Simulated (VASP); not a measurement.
TaN:

```
CELL_PARAMETERS angstrom
0.00000 2.19648 2.19648
2.19648 0.00000 2.19648
2.19648 2.19648 0.00000
ATOMIC_POSITIONS crystal
Ta 0.50000 0.50000 0.50000
N 0.00000 0.00000 0.00000
```

Base run:

```yaml
Program: VASP 6.6.1
Functional: PBEsol
Dispersion: D3(BJ)
Potentials_or_basis: VASP PAW PBE potentials, release 64 (Ta_pv, N)
Cutoff: 600 eV
k_mesh: 10 × 10 × 10
Occupations: fermi-dirac, width 0.05 eV
Spin: no spin polarisation
```

Its results: band gap on the k mesh zero (band 8 reaches 11.32 eV, above the bottom of band 9 at 7.27 eV); pressure -10.5 GPa.

Q: After a change of settings the same cell gave: band gap on the k mesh zero (band 8 reaches 11.32 eV, above the bottom of band 9 at 7.27 eV); pressure -3.3 GPa. Which change was it?
A. functional from PBEsol to BLYP
B. dispersion from D3(BJ) to none; cutoff from 600 eV to 520 eV
C. functional from PBEsol to r2SCAN; dispersion from D3(BJ) to none; cutoff from 600 eV to 520 eV

A: B.

Caveats: the PAW data sets were made with another functional, which shifts forces and pressure a little; spin-orbit coupling is left out, which moves the levels of the heavy elements; pairwise dispersion overbinds metals, which lowers pressure and volume (some runs).
